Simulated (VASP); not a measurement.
Te2Mo:

```
Te Mo
1.0
     3.49674    0.00000    0.00000
    -1.74837    3.02826    0.00000
     0.00000    0.00000   13.70205
Te Mo
4 2
Direct
  0.33333 0.66667 0.11724
  0.66667 0.33333 0.61753
  0.66667 0.33333 0.88276
  0.33333 0.66667 0.38247
  0.33333 0.66667 0.75014
  0.66667 0.33333 0.24986
```

Base run:

```yaml
Program: VASP 6.6.1
Functional: r2SCAN
Potentials_or_basis: VASP PAW PBE potentials, release 64 (Te, Mo_sv)
Cutoff: 520 eV
k_mesh: 9 × 9 × 2
Occupations: gaussian, width 0.02 eV
Spin: no spin polarisation
```

Its results: band gap on the k mesh 0.77 eV, indirect (least direct gap 1.16 eV); pressure 3.2 GPa; largest force 0.255 eV/Å.

Question: The run is repeated on the same cell with these changes: functional from r2SCAN to PBEsol. What comes out?

Answer: Band gap on the k mesh 0.65 eV, indirect (least direct gap 1.02 eV); pressure -0.4 GPa; largest force 0.208 eV/Å.

r2SCAN gives the wider gap, since meta-GGAs in the generalised Kohn-Sham scheme recover part of the derivative discontinuity.

Caveats: the PAW data sets were made with another functional, which shifts forces and pressure a little; spin-orbit coupling is left out, which moves the levels of the heavy elements; this functional lacks dispersion, which binds the layers, so the pressure and a relaxed spacing across them are unreliable (some runs).

A k mesh can miss the band edges.
